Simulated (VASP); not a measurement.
Here is a VASP 6.6.1 calculation.

File INCAR:

```
SYSTEM = SnO2
PREC     = Accurate       ! precision mode
ENCUT    = 520            ! plane-wave cutoff, eV
EDIFF    = 1E-7           ! SCF threshold, eV
ISMEAR   = 0              ! smearing method
SIGMA    = 0.05           ! smearing width, eV
LREAL    = .FALSE.        ! projectors in reciprocal space
LASPH    = .TRUE.         ! aspherical terms in the spheres
NELM     = 80             ! most SCF steps
ALGO     = Normal         ! electronic algorithm
ISIF     = 2              ! what is computed and relaxed
LWAVE    = .FALSE.        ! write WAVECAR
LCHARG   = .TRUE.         ! write CHGCAR
GGA      = PE             ! functional
LELF     = .TRUE.         ! ELF
LVHAR    = .TRUE.       
NBANDS   = 35             ! bands
```

The input KPOINTS:

```
Automatic mesh
0
G
  6 6 10
  0 0 0
```

The input POSCAR:

```
SnO2
1.0
    4.8938461607      0.0000000000      0.0000000000
    0.0000000000      4.8938461607      0.0000000000
    0.0000000000      0.0000000000      3.1510583938
Sn O
2 4
Direct
    0.0000000000      0.0000000000      0.0000000000
    0.5000000000      0.5000000000      0.5000000000
    0.3066050867      0.3066050867      0.0000000000
    0.1933949133      0.8066050867      0.5000000000
    0.6933949133      0.6933949133      0.0000000000
    0.8066050867      0.1933949133      0.5000000000
```

Potentials or basis: VASP PAW PBE potentials, release 64 (Sn_d, O).

Launch:

```sh
$ cat potpaw_PBE.64/Sn_d/POTCAR potpaw_PBE.64/O/POTCAR > POTCAR
$ mpirun -np 1 vasp_std > vasp.out
```

**Question.** Estimate the largest force.

**Answer.** 0.107 eV/Å.

**Question.** Predict the band gap on the k mesh.

**Answer.** 0.83 eV.

**Question.** Predict the pressure.

**Answer.** 2.4 GPa.

Forces in eV/Å, atoms in the order of the input:
```
Sn   0.000  0.000  0.000
Sn   0.000  0.000  0.000
O   -0.076 -0.076  0.000
O    0.076 -0.076  0.000
O    0.076  0.076  0.000
O   -0.076  0.076  0.000
```

Caveat: the stress differs along the axes, from -1 to 8 GPa; spin-orbit coupling is left out, which moves the levels of the heavy elements.
